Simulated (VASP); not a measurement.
# C (Fd-3m) in VASP: vibrations by perturbation theory with PBE

Aim: the vibrations by perturbation theory of C with PBE.

Everything below comes from runs of VASP 6.6.1. Logs are shortened: lines on timing, memory, paths and dates and some standing lists are left out, and cuts for length are marked.

**1. The cell of the first run**

Symmetry: Fd-3m, No. 227, cubic system. The conventional cell has a = 3.567 Å, b = 3.567 Å, c = 3.567 Å, α = 90.00°, β = 90.00°, γ = 90.00°. C (site symmetry -43m) has 4 C at 1.54 Å within 2.1 Å.

**2. Vibrations by perturbation theory, PBE**

The input, INCAR:

```
PREC = Accurate
ENCUT = 520
EDIFF = 1E-8
ISMEAR = 0
SIGMA = 0.01
LREAL = F
LASPH = T
NELM = 100
ALGO = Normal
ISIF = 2
LWAVE = F
LCHARG = F
GGA = PE
NBANDS = 11
IBRION = 8
NSW = 1
```

The input, KPOINTS:

```
regular mesh
0
Gamma
  4 4 4
```

The input, POSCAR:

```
C
1.0
    0.0000000000      1.7833700000      1.7833700000
    1.7833700000      0.0000000000      1.7833700000
    1.7833700000      1.7833700000      0.0000000000
C
2
Direct
    0.0000000000      0.0000000000      0.0000000000
    0.2500000000      0.2500000000      0.2500000000
```

Potentials or basis: VASP PAW PBE potentials, release 64 (C).

Command:

```
cat potpaw_PBE.64/C/POTCAR > POTCAR
mpirun -np 1 vasp_std > vasp.out
```

OUTCAR:

```text
PREC = Accurate
   ENCUT = 520
   EDIFF = 1E-8
   ISMEAR = 0
   LREAL = F
   LASPH = T
   NELM = 100
   ISIF = 2
   GGA = PE
   IBRION = 8
   NSW = 1

 ion  position               nearest neighbor table
   1  0.000  0.000  0.000-   2 1.54   2 1.54   2 1.54   2 1.54
   2  0.250  0.250  0.250-   1 1.54   1 1.54   1 1.54   1 1.54

  LATTYP: Found a face centered cubic cell.
 ALAT       =     3.5667400000

  Lattice vectors:

 A1 = (   0.0000000000,   1.7833700000,   1.7833700000)
 A2 = (   1.7833700000,   0.0000000000,   1.7833700000)
 A3 = (   1.7833700000,   1.7833700000,   0.0000000000)

Analysis of symmetry for initial positions (statically):
=====================================================================
 Subroutine PRICEL returns:
 Original cell was already a primitive cell.

 Routine SETGRP: Setting up the symmetry group for a
 face centered cubic supercell.

 Subroutine GETGRP returns: Found 48 space group operations
 (whereof 24 operations were pure point group operations)
 out of a pool of 48 trial point group operations.

The static configuration has the point symmetry T_d .
 The point group associated with its full space group is O_h .

Analysis of symmetry for dynamics (positions and initial velocities):
=====================================================================
 Subroutine PRICEL returns:
 Original cell was already a primitive cell.

 Routine SETGRP: Setting up the symmetry group for a
 face centered cubic supercell.

 Subroutine GETGRP returns: Found 48 space group operations
 (whereof 24 operations were pure point group operations)
 out of a pool of 48 trial point group operations.

The dynamic configuration has the point symmetry T_d .
 The point group associated with its full space group is O_h .

 Subroutine INISYM returns: Found 48 space group operations
 (whereof 24 operations are pure point group operations),
 and found     1 'primitive' translations

----------------------------------------------------------------------------------------

                                     Primitive cell

  volume of cell :      11.3437

  direct lattice vectors                    reciprocal lattice vectors
     0.000000000  1.783370000  1.783370000    -0.280368067  0.280368067  0.280368067
     1.783370000  0.000000000  1.783370000     0.280368067 -0.280368067  0.280368067
     1.783370000  1.783370000  0.000000000     0.280368067  0.280368067 -0.280368067

  length of vectors
     2.522066041  2.522066041  2.522066041     0.485611737  0.485611737  0.485611737

  position of ions in fractional coordinates (direct lattice)
     0.000000000  0.000000000  0.000000000
     0.250000000  0.250000000  0.250000000

  ion indices of the primitive-cell ions
   primitive index   ion index
                 1           1
                 2           2

----------------------------------------------------------------------------------------

 KPOINTS: regular mesh

Automatic generation of k-mesh.
 Grid dimensions read from file:
 generate k-points for:    4    4    4

 Generating k-lattice:

  Cartesian coordinates                     Fractional coordinates (reciprocal lattice)
    -0.070092017  0.070092017  0.070092017     0.250000000  0.000000000  0.000000000
     0.070092017 -0.070092017  0.070092017     0.000000000  0.250000000  0.000000000
     0.070092017  0.070092017 -0.070092017     0.000000000  0.000000000  0.250000000

  Length of vectors
     0.121402934  0.121402934  0.121402934

  Shift w.r.t. Gamma in fractional coordinates (k-lattice)
     0.000000000  0.000000000  0.000000000

[... 58 lines left out ...]
   GGA     = PE    functional components
   LHFCALC =     F    Hartree Fock is set to
   AEXX    =    0.0000 exact exchange contribution
   IVDW    =     0    specifies the selected vdW correction
   LEPSILON=     F    determine dielectric tensor
   LRPA    =     F    only Hartree local field effects (RPA)
 non-spin polarized calculation
 Gauss-broadening in eV      SIGMA  =   0.01
  energy-cutoff  :      520.00
  volume of cell :       11.34
 maximum number of plane-waves:       308
 NGX is ok and might be reduce to    20
   NGX =  9   NGY =  9   NGZ =  9

--------------------------------------- Ionic step        1  -------------------------------------------

 number of electron       7.9999999 magnetization

 Free energy of the ion-electron system (eV)
  ---------------------------------------------------
  ext. energy  EPLUGINS =         0.00000000
  ---------------------------------------------------
  free energy    TOTEN  =       -18.05217523 eV

  energy without entropy =      -18.05217523  energy(sigma->0) =      -18.05217523

 E-fermi :   9.9114     XC(G=0): -13.2372

 val. band max:        9.7630049709   @ k =   0.0000   0.0000   0.0000
 cond. band min:      14.1944799832   @ k =   0.2500   0.2500   0.0000
 fundamental gap:      4.4314750124
 Fermi energy:         9.9113504918

 k-point     1 :       0.0000    0.0000    0.0000
  band No.  band energies     occupation
      1     -11.7273      2.00000
      2       9.7630      2.00000
      3       9.7630      2.00000
      4       9.7630      2.00000
      5      15.3444      0.00000
      6      15.3444      0.00000
      7      15.3444      0.00000
      8      23.0951      0.00000
      9      29.0453      0.00000
     10      36.2731      0.00000
     11      36.2731      0.00000
[... 85 lines left out ...]
 k-point     8 :      -0.2500    0.5000    0.2500
  band No.  band energies     occupation
      1      -2.2166      2.00000
      2      -2.2166      2.00000
      3       1.4293      2.00000
      4       1.4293      2.00000
      5      20.3749      0.00000
      6      20.3749      0.00000
      7      22.0779      0.00000
      8      22.0779      0.00000
      9      31.0902      0.00000
     10      31.0902      0.00000
     11      40.1723      0.00000

------------------------ aborting loop because EDIFF is reached ----------------------------------------

  FORCE on cell =-STRESS in cart. coord.  units (eV):
  Direction    XX          YY          ZZ          XY          YZ          ZX
  --------------------------------------------------------------------------------------
  -------------------------------------------------------------------------------------
  Total        0.2538491      0.2538491      0.2538491      0.0000000      0.0000000     -0.0000000
  in kB       35.8535202     35.8535202     35.8535202      0.0000000      0.0000000     -0.0000000
  external PRESSURE =      35.8535202 kB  Pullay stress =       0.0000000 kB

 VOLUME and BASIS-vectors are now :
 -----------------------------------------------------------------------------
  energy-cutoff  :      520.00
  volume of cell :       11.34
      direct lattice vectors                 reciprocal lattice vectors
     0.000000000  1.783370000  1.783370000    -0.280368067  0.280368067  0.280368067
     1.783370000  0.000000000  1.783370000     0.280368067 -0.280368067  0.280368067
     1.783370000  1.783370000  0.000000000     0.280368067  0.280368067 -0.280368067

 POSITION                                       TOTAL-FORCE (eV/Angst)
 -----------------------------------------------------------------------------------
      0.00000      0.00000      0.00000        -0.000000     -0.000000     -0.000000
      0.89168      0.89168      0.89168         0.000000      0.000000      0.000000
 -----------------------------------------------------------------------------------
    total drift:                                0.000000      0.000000      0.000000

  FREE ENERGIE OF THE ION-ELECTRON SYSTEM (eV)
  ---------------------------------------------------
  free  energy   TOTEN  =       -18.0521752289 eV

  energy  without entropy=      -18.0521752289  energy(sigma->0) =      -18.05217523

[... ionic steps 2 to 3 ...]

--------------------------------------- Ionic step        4  -------------------------------------------

 Free energy of the ion-electron system (eV)
  ---------------------------------------------------
  ---------------------------------------------------
  free energy    TOTEN  =        -0.11237612 eV

  energy without entropy =       -0.11237612

------------------------ aborting loop because EDIFF is reached ----------------------------------------

 INTERNAL STRAIN TENSOR  FOR ION    1  DIRECTION 1   (eV/Angst):
 -----------------------------------------------------------------------------
     0.06195  0.00000  0.00000
     0.00000 -0.03040  3.03210
     0.00000  3.03210 -0.03040

 INTERNAL STRAIN TENSOR FOR ION    2 for displacements in x,y,z  (eV/Angst):
          X           Y           Z          XY          YZ          ZX
  --------------------------------------------------------------------------------
  x     0.00000    -0.00000    -0.00000     0.00000    -3.03210     0.00000
  y    -0.00000     0.00000    -0.00000    -0.00000     0.00000    -3.03210
  z    -0.00000    -0.00000     0.00000    -3.03210     0.00000     0.00000

 SECOND DERIVATIVES (NOT SYMMETRIZED)
 ------------------------------------
               1X          1Y          1Z          2X          2Y          2Z
  1X   -38.783257    0.000000    0.000000   38.783257    0.000000    0.000000
  1Y     0.000000  -38.783257    0.000000    0.000000   38.783257    0.000000
  1Z     0.000000    0.000000  -38.783257    0.000000    0.000000   38.783257
  2X    38.783257    0.000000    0.000000  -38.783257    0.000000    0.000000
  2Y     0.000000   38.783257    0.000000    0.000000  -38.783257    0.000000
  2Z     0.000000    0.000000   38.783257    0.000000    0.000000  -38.783257

 Eigenvectors and eigenvalues of the dynamical matrix
 ----------------------------------------------------

   1 f  =   39.728144 THz   249.619292 2PiTHz 1325.188248 cm-1   164.302329 meV
             X         Y         Z           dx          dy          dz
      0.000000  0.000000  0.000000     0.000000   -0.707107    0.000000
      0.891685  0.891685  0.891685     0.000000    0.707107    0.000000
[... 21 lines left out ...]
   6 f  =    0.000000 THz     0.000000 2PiTHz    0.000000 cm-1     0.000000 meV
             X         Y         Z           dx          dy          dz
      0.000000  0.000000  0.000000     0.000000    0.000000    0.707107
      0.891685  0.891685  0.891685     0.000000    0.000000    0.707107

--------------------------------------------------------------------------------------------------------

 ELASTIC MODULI CONTR FROM IONIC RELAXATION (kBar)
 Direction    XX          YY          ZZ          XY          YZ          ZX
 --------------------------------------------------------------------------------
 XX          -0.0000     -0.0000     -0.0000     -0.0000      0.0000     -0.0000
 YY          -0.0000     -0.0000     -0.0000     -0.0000     -0.0000      0.0000
 ZZ          -0.0000     -0.0000     -0.0000     -0.0000     -0.0000     -0.0000
 XY          -0.0000     -0.0000     -0.0000    -33.4810      0.0000     -0.0000
 YZ           0.0000     -0.0000     -0.0000      0.0000    -33.4810      0.0000
 ZX          -0.0000      0.0000     -0.0000     -0.0000      0.0000    -33.4810
 --------------------------------------------------------------------------------
```

Run time: 8 s. Hardware: 1 thread of Intel Xeon 6975P-C, shared host; peak memory 0.12 GiB.

Results:

- Highest phonon frequency at Γ: 1325 cm⁻¹

Phonon frequencies in cm⁻¹ (negative: imaginary):
```csv
q point,frequencies
"(0.000, 0.000, 0.000)",0 0 0 1325 1325 1325
```

Caveat: the k points lie up to 0.76 Å⁻¹ apart; the cell wasn't relaxed at this level first, which shifts response properties.
